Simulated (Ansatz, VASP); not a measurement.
## Two plane-wave programs on W

The input POSCAR:

```
W
1.0
   -1.5848173221      1.5848173221      1.5848173221
    1.5848173221     -1.5848173221      1.5848173221
    1.5848173221      1.5848173221     -1.5848173221
W
1
Direct
    0.0000000000      0.0000000000      0.0000000000
```

File INCAR.step1:

```
SYSTEM = W
ALGO = Normal
EDIFF = 1E-4
ENCUT = 600
GGA = PE
ISMEAR = -1
LASPH = .True.
LCHARG = .False.
LREAL = .False.
LWAVE = .True.
NELM = 100
PREC = Accurate
SIGMA = 0.08
```

The input INCAR.step2:

```
SYSTEM = W
ALGO = Normal
EDIFF = 1E-7
EDIFFG = -0.005
ENCUT = 600
IBRION = 2
ISIF = 3
ISMEAR = -1
ISTART = 1
LASPH = .True.
LCHARG = .False.
LMIXTAU = .True.
LREAL = .False.
LWAVE = .False.
METAGGA = R2SCAN
NELM = 100
NSW = 60
PREC = Accurate
SIGMA = 0.08
```

Contents of KPOINTS:

```
k-points
0
Gamma
  19 19 19
  0 0 0
```

Input for Ansatz:

```yaml
crystal:
  lattice:
    - [-1.5848173221, 1.5848173221, 1.5848173221]
    - [1.5848173221, -1.5848173221, 1.5848173221]
    - [1.5848173221, 1.5848173221, -1.5848173221]
  atoms:
    - { symbol: W, position: [0.0, 0.0, 0.0] }
kpoints:
  mp_grid: { grid: [19, 19, 19] }
scf:
  occupations: { method: fermi_dirac, width: 0.08 }
hamiltonian:
  xc: r2scan
  pseudopotentials: { kind: paw }
output:
  forces: true
  stress: true
  write_density: true
  write_potential: true
  elf: true
  volumetric_format: npy
relax:
  f_tol: 0.005
  max_steps: 40
  cell: {}
```

Alike in both runs: task relaxation of cell and atoms; functional r2SCAN; k mesh 19 × 19 × 19; occupations fermi-dirac, width 0.08 eV; no spin polarisation.

|  | VASP | Ansatz |
| --- | --- | --- |
| version | VASP 6.6.1 | Ansatz 0.2.0 |
| potentials or method | VASP PAW PBE potentials, release 64 (W_sv) | PAW with Ansatz's default frozen-core files, scalar-relativistic |
| plane-wave cutoff (eV) | 600 | 500 |
| valence electrons in the cell | 14 | 14 |

```tsv
	VASP	Ansatz	Ansatz less VASP
relaxed volume (Å³/atom)	15.97	15.91	-0.063
relaxed cell length with the largest relative difference (Å)	2.748	2.744	-0.0036
```

VASP's potentials were made for PBE, not for r2SCAN.

Neither program's run includes spin-orbit coupling.
